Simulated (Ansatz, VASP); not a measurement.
# One calculation of ZnAu, two programs

Contents of INCAR:

```
SYSTEM = ZnAu
PREC     = Accurate       ! precision mode
ENCUT    = 520            ! plane-wave cutoff, eV
EDIFF    = 1E-7           ! SCF threshold, eV
ISMEAR   = 0              ! smearing method
SIGMA    = 0.1            ! smearing width, eV
LREAL    = .False.        ! projectors in reciprocal space
LASPH    = .True.         ! aspherical terms in the spheres
NELM     = 80             ! most SCF steps
ALGO     = Fast           ! electronic algorithm
ISIF     = 2              ! what is computed and relaxed
LWAVE    = .False.        ! write WAVECAR
LCHARG   = .True.         ! write CHGCAR
GGA      = PE             ! functional
LELF     = .True.         ! ELF
LVHAR    = .True.       
NBANDS   = 18             ! bands
```

Contents of KPOINTS:

```
regular mesh
0
Gamma
  14 14 14
  0 0 0
```

File POSCAR:

```
ZnAu
1.0
    3.0537605762      0.0000000000      0.0000000000
    0.0000000000      3.0537605762      0.0000000000
    0.0000000000      0.0000000000      3.0537605762
Zn Au
1 1
Direct
    0.5000000000      0.5000000000      0.5000000000
    0.0000000000      0.0000000000      0.0000000000
```

Input for Ansatz:

```yaml
crystal:
  lattice:
    - [3.0537605762, 0.0, 0.0]
    - [0.0, 3.0537605762, 0.0]
    - [0.0, 0.0, 3.0537605762]
  atoms:
    - { symbol: Zn, position: [0.5, 0.5, 0.5] }
    - { symbol: Au, position: [0.0, 0.0, 0.0] }
basis:
  ecutwfc: 420
kpoints:
  mp_grid: { grid: [14, 14, 14] }
hamiltonian:
  xc: pbe
scf:
  occupations: { method: gaussian, width: 0.1 }
output:
  forces: true
  stress: true
  eigenvalues: true
```

Alike in both runs: task single point; functional PBE; k mesh 14 × 14 × 14; occupations gaussian, width 0.1 eV; no spin polarisation.

|  | VASP | Ansatz |
| --- | --- | --- |
| version | VASP 6.6.1 | Ansatz 0.2.0 |
| potentials or method | VASP PAW PBE potentials, release 64 (Zn, Au), cutoff 520 eV | scalar-relativistic, plane waves, PAW |
| valence electrons in the cell | 23 | 31 |

|  | VASP | Ansatz | Ansatz less VASP |
| --- | --- | --- | --- |
| gap on the k mesh at the Fermi level (eV) | none | none | - |
| pressure (GPa) | 21.3 | 21.1 | -0.21 |

A gap of «none» marks a metal or a gap that the smearing closes. VASP's potentials hold 23 valence electrons a cell and Ansatz's 31, so a difference there can come from the potentials and not from the codes.

Neither program's run includes spin-orbit coupling.
